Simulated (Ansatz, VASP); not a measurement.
One calculation of TiAl, two programs

INCAR

```
PREC = Accurate
ENCUT = 520
EDIFF = 1E-6
ISMEAR = 0
SIGMA = 0.15
LREAL = F
LASPH = T
NELM = 60
ALGO = Fast
ISIF = 2
LWAVE = F
LCHARG = F
GGA = PS
NBANDS = 14
```

The input KPOINTS:

```
Automatic mesh
0
Gamma
  16 16 16
```

The input POSCAR:

```
TiAl
1.0
    3.3140491236      0.0000000000      0.0000000000
    0.0000000000      3.3140491236      0.0000000000
    0.0000000000      0.0000000000      3.0913450225
Ti Al
1 1
Direct
    0.0000000000      0.0000000000      0.0000000000
    0.5000000000      0.5000000000      0.5000000000
```

Input for Ansatz:

```yaml
crystal:
  lattice:
    - [3.3140491236, 0.0, 0.0]
    - [0.0, 3.3140491236, 0.0]
    - [0.0, 0.0, 3.0913450225]
  atoms:
    - { symbol: Ti, position: [0.0, 0.0, 0.0] }
    - { symbol: Al, position: [0.5, 0.5, 0.5] }
basis:
  ecutwfc: 520.0
kpoints:
  mp_grid: { grid: [16, 16, 16] }
hamiltonian:
  xc: pbesol
  pseudopotentials: { kind: paw, azcp: { folder: soft_1 } }
scf:
  occupations: { method: gaussian, width: 0.15 }
output:
  forces: true
  stress: true
  eigenvalues: true
```

Alike in both runs: task single point; functional PBEsol; k mesh 16 × 16 × 16; occupations gaussian, width 0.15 eV; no spin polarisation.

|  | VASP | Ansatz |
| --- | --- | --- |
| version | VASP 6.6.1 | Ansatz 0.2.0 |
| potentials or method | VASP PAW PBE potentials, release 64 (Ti_sv, Al), cutoff 520 eV | scalar-relativistic, plane waves, PAW |
| valence electrons in the cell | 15 | 15 |

|  | VASP | Ansatz | Ansatz less VASP |
| --- | --- | --- | --- |
| gap on the k mesh at the Fermi level (eV) | none | none | - |
| pressure (GPa) | -7.6 | -7.7 | -0.08 |
| traceless stress, the component that is largest in VASP (GPa) | -1.24 | -1.24 | -0.003 |

VASP's potentials were made for PBE, not for PBEsol, and Ansatz warns of the same on its side. A gap of «none» marks a metal or a gap that the smearing closes.
